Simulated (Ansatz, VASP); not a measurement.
## One calculation of C, two programs

```
C
1.0
     0.00000    1.78340    1.92607
     1.78340    0.00000    1.92607
     1.78340    1.78340    0.00000
C
2
Direct
  0.50000 0.50000 0.50000
  0.75000 0.75000 0.75000
```

Change from the starting cell: strain +0.000 along x and y, +0.080 along z, atoms carried along.

Alike in both runs: task single point; functional r2SCAN; k mesh 12 × 12 × 12; occupations gaussian, width 0.05 eV; no spin polarisation.

|  | VASP | Ansatz |
| --- | --- | --- |
| version | VASP 6.6.1 | Ansatz 0.2.0 |
| potentials or method | VASP PAW PBE potentials, release 64 (C), cutoff 520 eV | scalar-relativistic, plane waves, PAW |
| valence electrons in the cell | 8 | 8 |

Ansatz gave:

| Property | Result |
| --- | --- |
| gap on the k mesh at the Fermi level (eV) | 3.22 |
| least direct gap on the mesh (eV) | 4.97 |
| pressure (GPa) | -31.5 |
| traceless stress, the component that is largest in VASP (GPa) | -49.81 |

Task: What did VASP give for the same quantities?

Result: gap on the k mesh at the Fermi level (eV): 3.20; least direct gap on the mesh (eV): 4.93; pressure (GPa): -30.7; traceless stress, the component that is largest in VASP (GPa): -49.74.

VASP's potentials were made for PBE, not for r2SCAN. Both programs put the cell under strong tension, so it lies far from rest at this level.

Noted on VASP's run: the cell as given lies far from equilibrium.
